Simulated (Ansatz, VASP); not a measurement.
# Two plane-wave programs on InSe2

The input INCAR:

```
SYSTEM = InSe2
ALGO = Normal
EDIFF = 1E-7
ENCUT = 520
GGA = PS
ISIF = 2
ISMEAR = 0
LASPH = .TRUE.
LCHARG = .FALSE.
LREAL = .FALSE.
LWAVE = .FALSE.
NBANDS = 34
NELM = 80
PREC = Accurate
SIGMA = 0.15
```

Contents of KPOINTS:

```
k-points
0
G
  12 12 6
  0 0 0
```

POSCAR

```
InSe2
1.0
    3.6794737414      0.0000000000      0.0000000000
    0.0000000000      3.6794737414      0.0000000000
    0.0000000000      0.0000000000      8.5932721433
In Se
2 4
Direct
    0.0000000000      0.5000000000      0.7051148767
    0.5000000000      0.0000000000      0.2948851233
    0.0000000000      0.5000000000      0.3669879178
    0.5000000000      0.0000000000      0.6330120822
    0.0000000000      0.0000000000      0.0000000000
    0.5000000000      0.5000000000      0.0000000000
```

Input for Ansatz:

```yaml
crystal:
  lattice:
    - [3.6794737414, 0.0, 0.0]
    - [0.0, 3.6794737414, 0.0]
    - [0.0, 0.0, 8.5932721433]
  atoms:
    - { symbol: In, position: [0.0, 0.5, 0.7051148767] }
    - { symbol: In, position: [0.5, 0.0, 0.2948851233] }
    - { symbol: Se, position: [0.0, 0.5, 0.3669879178] }
    - { symbol: Se, position: [0.5, 0.0, 0.6330120822] }
    - { symbol: Se, position: [0.0, 0.0, 0.0] }
    - { symbol: Se, position: [0.5, 0.5, 0.0] }
basis:
  ecutwfc: 420
kpoints:
  mp_grid: { grid: [12, 12, 6] }
hamiltonian:
  xc: pbesol
scf:
  occupations: { method: gaussian, width: 0.15 }
output:
  forces: true
  stress: true
  eigenvalues: true
```

Change from the starting cell: strain -0.040 along x and y, -0.080 along z, atoms carried along.

Alike in both runs: task single point; functional PBEsol; k mesh 12 × 12 × 6; occupations gaussian, width 0.15 eV; no spin polarisation.

|  | VASP | Ansatz |
| --- | --- | --- |
| version | VASP 6.6.1 | Ansatz 0.2.0 |
| potentials or method | VASP PAW PBE potentials, release 64 (In_d, Se), cutoff 520 eV | scalar-relativistic, plane waves, PAW |
| valence electrons in the cell | 50 | 90 |

```csv
,VASP,Ansatz,Ansatz less VASP
gap on the k mesh at the Fermi level (eV),none,none,-
pressure (GPa),14.7,14.5,-0.21
"traceless stress, the component that is largest in VASP (GPa)",-2.45,-2.37,+0.080
rms of the force components (eV/Å),0.071,0.069,-0.0015
```

VASP's potentials were made for PBE, not for PBEsol. Atom by atom the forces differ by 0.001 eV/Å (rms over components). A gap of «none» marks a metal or a gap that the smearing closes. The functional is the same, so the differences come from potentials, cutoffs and numerics. VASP's potentials hold 50 valence electrons a cell and Ansatz's 90, so a difference there can come from the potentials and not from the codes.
